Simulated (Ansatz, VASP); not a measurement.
**One calculation of NiSb, two programs**

INCAR

```
PREC = Accurate ; ENCUT = 520
EDIFF = 1E-7 ; ISMEAR = -1
SIGMA = 0.1 ; LREAL = False
LASPH = True ; NELM = 150
ALGO = Normal ; ISIF = 2
LWAVE = False ; LCHARG = True
ISPIN = 2 ; MAGMOM = 0 0 0 0
LORBIT = 11 ; LMAXMIX = 4
GGA = PE ; LELF = True
LVHAR = True ; NBANDS = 27
```

File KPOINTS:

```
regular mesh
0
Gamma
  9 9 6
```

The input POSCAR:

```
NiSb
1.0
    3.9460016300      0.0000000000      0.0000000000
   -1.9730008100      3.4173376500      0.0000000000
    0.0000000000      0.0000000000      5.1480000000
Ni Sb
2 2
Direct
    0.0000000000      0.0000000000      0.0000000000
    0.0000000000      0.0000000000      0.5000000000
    0.3333333300      0.6666666700      0.2500000000
    0.6666666700      0.3333333300      0.7500000000
```

Input for Ansatz:

```yaml
crystal:
  lattice:
    - [3.94600163, 0.0, 0.0]
    - [-1.97300081, 3.41733765, 0.0]
    - [0.0, 0.0, 5.148]
  atoms:
    - { symbol: Ni, position: [0.0, 0.0, 0.0] }
    - { symbol: Ni, position: [0.0, 0.0, 0.5] }
    - { symbol: Sb, position: [0.33333333, 0.66666667, 0.25] }
    - { symbol: Sb, position: [0.66666667, 0.33333333, 0.75] }
hamiltonian:
  xc: pbe
  pseudopotentials: { kind: paw }
basis:
  ecutwfc: 420
kpoints:
  mp_grid: { grid: [9, 9, 6] }
scf:
  occupations: { method: fermi_dirac, width: 0.1 }
  lower_state_search: "off"
output:
  forces: true
  stress: true
magnetization:
  spin_polarized: true
```

Alike in both runs: task single point; functional PBE; k mesh 9 × 9 × 6; occupations fermi-dirac, width 0.1 eV; collinear spin.

|  | VASP | Ansatz |
| --- | --- | --- |
| version | VASP 6.6.1 | Ansatz 0.2.0 |
| potentials or method | VASP PAW PBE potentials, release 64 (Ni, Sb), cutoff 520 eV | PAW, plane waves, scalar-relativistic |
| valence electrons in the cell | 30 | 66 |

|  | VASP | Ansatz | Ansatz less VASP |
| --- | --- | --- | --- |
| pressure (GPa) | 2.0 | 2.1 | +0.16 |
| traceless stress, the component that is largest in VASP (GPa) | -0.53 | -0.63 | -0.096 |

VASP's potentials hold 30 valence electrons a cell and Ansatz's 66, so a difference there can come from the potentials and not from the codes. Ansatz's warnings: no starting moments.

Spin-orbit coupling is off throughout.
